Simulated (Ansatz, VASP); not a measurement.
# V in VASP and in Ansatz

The input INCAR:

```
SYSTEM = V
  PREC = Accurate
  ENCUT = 500
  EDIFF = 1E-6
  ISMEAR = 0
  SIGMA = 0.1
  LREAL = .False.
  LASPH = .True.
  NELM = 200
  ALGO = Normal
  ISIF = 2
  LWAVE = .False.
  LCHARG = .False.
  ISPIN = 2
  MAGMOM = 0.51
  LORBIT = 11
  LMAXMIX = 4
  GGA = PE
  NBANDS = 16
  GGA_COMPAT = .False.
```

File KPOINTS:

```
Automatic mesh
0
Gamma
  6 6 6
  0 0 0
```

Contents of POSCAR:

```
V
1.0
   -1.5130000000      1.5130000000      1.5130000000
    1.5130000000     -1.5130000000      1.5130000000
    1.5130000000      1.5130000000     -1.5130000000
V
1
Direct
    0.0660938533      0.0000000000      0.0660938533
```

Input for Ansatz:

```yaml
crystal:
  lattice:
    - [-1.513, 1.513, 1.513]
    - [1.513, -1.513, 1.513]
    - [1.513, 1.513, -1.513]
  atoms:
    - { symbol: V, position: [0.0660938533, 0.0, 0.0660938533], spin: 0.51 }
basis: {}
kpoints:
  mp_grid: { grid: [6, 6, 6] }
hamiltonian:
  xc: pbe
scf:
  occupations: { method: gaussian, width: 0.1 }
  lower_state_search: "off"
output:
  forces: true
  stress: true
  eigenvalues: true
  populations: true
magnetization:
  spin_polarized: true
```

Alike in both runs: task single point; functional PBE; k mesh 6 × 6 × 6; occupations gaussian, width 0.1 eV; collinear spin.

|  | VASP | Ansatz |
| --- | --- | --- |
| version | VASP 6.6.1 | Ansatz 0.2.0 |
| potentials or method | VASP PAW PBE potentials, release 64 (V_sv) | scalar-relativistic, plane waves, PAW |
| plane-wave cutoff (eV) | 500 | 420 |
| valence electrons in the cell | 13 | 13 |

|  | VASP | Ansatz | Ansatz less VASP |
| --- | --- | --- | --- |
| gap on the k mesh at the Fermi level (eV) | none | none | - |
| pressure (GPa) | -3.6 | -3.6 | -0.07 |
| net moment per atom (μB) | 0.62 | 0.62 | -0.002 |
| size of the moment on the site where the two differ most (μB) | 0.49 | 0.46 | -0.026 |

Site moments also hang on the region over which each program counts them. A gap of «none» marks a metal or a gap that the smearing closes.

The k mesh is coarse, so the values compare programs but aren't converged.
